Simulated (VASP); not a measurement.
# HfB (Pm-3m) in VASP: further runs, part 2 of 2

VASP 6.6.1.

## (6) Relaxation of cell and atoms, PBE

This run uses another cell than the first one, of 11.45 Å³/atom, 0.847 times its volume.

Input file INCAR:

```
  PREC = Accurate
  ENCUT = 600
  EDIFF = 1E-6
  ISMEAR = -1
  SIGMA = 0.1
  LREAL = F
  LASPH = T
  NELM = 100
  ALGO = Normal
  ISIF = 3
  LWAVE = F
  LCHARG = F
  GGA = PE
  IBRION = 2
  NSW = 80
  EDIFFG = -0.03
```

Input file KPOINTS:

```
regular mesh
0
Gamma
  7 7 7
```

Input file POSCAR:

```
HfB
1.0
    2.8400000000      0.0000000000      0.0000000000
    0.0000000000      2.8400000000      0.0000000000
    0.0000000000      0.0000000000      2.8400000000
Hf B
1 1
Direct
    0.0000000000      0.0000000000      0.0000000000
    0.5000000000      0.5000000000      0.5000000000
```

Potentials or basis: VASP PAW PBE potentials, release 64 (Hf_pv, B).

The run is started by

```console
$ cat potpaw_PBE.64/Hf_pv/POTCAR potpaw_PBE.64/B/POTCAR > POTCAR
$ mpirun -np 1 vasp_std > vasp.out
```

OUTCAR:

```text
PREC = Accurate
   ENCUT = 600
   EDIFF = 1E-6
   ISMEAR = -1
   LREAL = F
   LASPH = T
   NELM = 100
   ISIF = 3
   GGA = PE
   IBRION = 2
   NSW = 80
   EDIFFG = -0.03

 ion  position               nearest neighbor table
   1  0.000  0.000  0.000-   2 2.46   2 2.46   2 2.46   2 2.46   2 2.46   2 2.46   2 2.46   2 2.46

   2  0.500  0.500  0.500-   1 2.46   1 2.46   1 2.46   1 2.46   1 2.46   1 2.46   1 2.46   1 2.46

  LATTYP: Found a simple cubic cell.
 ALAT       =     2.8400000000

  Lattice vectors:

 A1 = (   2.8400000000,   0.0000000000,   0.0000000000)
 A2 = (   0.0000000000,   2.8400000000,   0.0000000000)
 A3 = (   0.0000000000,   0.0000000000,   2.8400000000)

Analysis of symmetry for initial positions (statically):
=====================================================================
 Subroutine PRICEL returns:
 Original cell was already a primitive cell.

 Routine SETGRP: Setting up the symmetry group for a
 simple cubic supercell.

 Subroutine GETGRP returns: Found 48 space group operations
[... 9 lines left out ...]

 Routine SETGRP: Setting up the symmetry group for a
 simple cubic supercell.

 Subroutine GETGRP returns: Found 48 space group operations
[... 11 lines left out ...]
                                     Primitive cell

  volume of cell :      22.9063

  direct lattice vectors                    reciprocal lattice vectors
     2.840000000  0.000000000  0.000000000     0.352112676  0.000000000  0.000000000
     0.000000000  2.840000000  0.000000000     0.000000000  0.352112676  0.000000000
     0.000000000  0.000000000  2.840000000     0.000000000  0.000000000  0.352112676

  length of vectors
     2.840000000  2.840000000  2.840000000     0.352112676  0.352112676  0.352112676

  position of ions in fractional coordinates (direct lattice)
     0.000000000  0.000000000  0.000000000
     0.500000000  0.500000000  0.500000000

[... 77 lines left out ...]
   ISIF   =      3    stress and relaxation
   ISYM   =      2    0-nonsym 1-usesym 2-fastsym
   POTIM  = 0.5000    time-step for ionic-motion
   TEBEG  =    0.0;   TEEND  =   0.0 temperature during run
   PSTRESS=    0.0 pullay stress
   NELECT =      13.0000    total number of electrons
   NUPDOWN=      -1.0000    fix difference up-down
   EMIN   =  10.00;   EMAX   =-10.00  energy-range for DOS
   EFERMI =   0.00;   METHOD = LEGACY
   ISMEAR =    -1;   SIGMA  =   0.10  broadening in eV -4-tet -1-fermi 0-gaus
   EFERMI_NEDOS =   21; number of points for ismear=-14 and -15
   IALGO  =     38    algorithm
   IMIX   =      4    mixing-type and parameters
     AMIX     =   0.40;   BMIX     =  1.00
     AMIX_MAG =   1.60;   BMIX_MAG =  1.00
  volume/ion in A,a.u.               =      11.45        77.29
  Fermi-wavevector in a.u.,A,eV,Ry     =   1.355411  2.561355 24.995786  1.837138
  Thomas-Fermi vector in A             =   2.482501
   LORBIT       =      0    0 simple, 1 ext, 2 COOP (PROOUT), +10 PAW based schemes
   GGA     = PE    functional components
   LHFCALC =     F    Hartree Fock is set to
   AEXX    =    0.0000 exact exchange contribution
   IVDW    =     0    specifies the selected vdW correction
   LEPSILON=     F    determine dielectric tensor
   LRPA    =     F    only Hartree local field effects (RPA)
 conjugate gradient relaxation of ions
 non-spin polarized calculation
  energy-cutoff  :      600.00
  volume of cell :       22.91
 maximum number of plane-waves:       776
 NGX is ok and might be reduce to    24
   NGX = 11   NGY = 11   NGZ = 11

--------------------------------------- Ionic step        1  -------------------------------------------

 number of electron      12.9999998 magnetization

 Free energy of the ion-electron system (eV)
  ---------------------------------------------------
  ext. energy  EPLUGINS =         0.00000000
  ---------------------------------------------------
  free energy    TOTEN  =       -15.92554655 eV

  energy without entropy =      -15.85234399  energy(sigma->0) =      -15.88894527

------------------------ aborting loop because EDIFF is reached ----------------------------------------

  FORCE on cell =-STRESS in cart. coord.  units (eV):
  Direction    XX          YY          ZZ          XY          YZ          ZX
  --------------------------------------------------------------------------------------
  -------------------------------------------------------------------------------------
  Total        5.1867237      5.1867237      5.1867237     -0.0000000     -0.0000000      0.0000000
  in kB      362.7844607    362.7844607    362.7844607     -0.0000000     -0.0000000      0.0000000
  external PRESSURE =     362.7844607 kB  Pullay stress =       0.0000000 kB
[... 95 lines left out ...]
--------------------------------------- Ionic step        4  -------------------------------------------

 number of electron      12.9999997 magnetization

 Free energy of the ion-electron system (eV)
  ---------------------------------------------------
  ext. energy  EPLUGINS =         0.00000000
  ---------------------------------------------------
  free energy    TOTEN  =       -16.32922401 eV

  energy without entropy =      -16.25739134  energy(sigma->0) =      -16.29330767

 E-fermi :   6.0794     XC(G=0): -11.9626

 val. band max:        6.0347321740   @ k =   0.2857   0.1429   0.1429
 cond. band min:       6.1076125834   @ k =   0.4286   0.1429   0.0000
 fundamental gap:      0.0728804095
 Fermi energy:         6.0793580824

 k-point     1 :       0.0000    0.0000    0.0000
  band No.  band energies     occupation
      1     -24.1046      2.00000
      2     -24.1046      2.00000
      3     -24.1046      2.00000
      4      -4.7148      2.00000
      5       4.1878      2.00000
      6       4.1878      2.00000
      7       8.4316      0.00000
      8       8.4316      0.00000
      9       8.4316      0.00000
     10      11.4380      0.00000
[... 274 lines left out ...]
  FREE ENERGIE OF THE ION-ELECTRON SYSTEM (eV)
  ---------------------------------------------------
  free  energy   TOTEN  =       -16.3292240100 eV

  energy  without entropy=      -16.2573913375  energy(sigma->0) =      -16.29330767

 reached required accuracy - stopping structural energy minimisation
```

It took 9.7 s on 1 thread of Intel Xeon Platinum 8488C (Sapphire Rapids), shared host; peak memory 0.14 GiB.

What came out:

| Quantity | Value |
| --- | --- |
| Free energy | -16.3292 eV |
| Relaxed volume | 13.49 Å³/atom |
| Relaxed cell | a = 2.999 Å, b = 2.999 Å, c = 2.999 Å, α = 90.00°, β = 90.00°, γ = 90.00° |
| Space group after relaxing (to 0.05 Å) | Pm-3m (No. 221) |
| Energy gained by relaxing | 201.8 meV/atom |
| Ionic steps | 4 |
| Pressure after relaxing | -0.1 GPa |

Step by step:
```tsv
step	energy change (eV)	largest force (eV/Å)	pressure (GPa)	volume (Å³)
1	0.0000	0.0000	36.28	22.91
2	0.0436	0.0000	-21.60	32.62
3	-0.4033	0.0000	-0.91	27.11
4	-0.4037	0.0000	-0.14	26.98
```

Final structure:
```xyz
2
Lattice="2.9993 0.0000 0.0000 0.0000 2.9993 0.0000 0.0000 0.0000 2.9993" Properties=species:S:1:pos:R:3 pbc="T T T"
Hf    0.0000    0.0000    0.0000
B     1.4997    1.4997    1.4997
```

Levels at points of the mesh, in eV from the Fermi level:
```csv
k point,band 4,band 5,band 6,band 7,band 8,band 9
"(0.00, 0.00, 0.00)",-10.79,-1.89,-1.89,2.35,2.35,2.35
```

Caveat: the volume moved by over 15 % at a fixed basis, so the end points are rough; spin-orbit coupling is left out, which moves the levels of the heavy elements.

## (7) The runs side by side

```csv
task,cell,cutoff (eV),gap on the mesh (eV),pressure (GPa)
single point,"a = 3.001 Å, 2 atoms",520,none,-0.5
single point,"a = 2.986 Å, 2 atoms",520,none,2.1
single point,"a = 3.016 Å, 2 atoms",520,none,-2.8
relaxation of cell and atoms,"relaxed from a = 2.840 Å, 2 atoms",600,none,-0.1
```

Alike in all rows: level PBE; potentials or basis VASP PAW PBE potentials, release 64 (Hf_pv, B); no spin polarisation; k mesh 7 × 7 × 7; smearing fermi-dirac 0.1 eV.

Caveats: spin-orbit coupling is left out, which moves the levels of the heavy elements; the volume moved by over 15 % at a fixed basis, so the end points are rough (some runs).

Absolute energies hang on the potentials; compare differences alone.
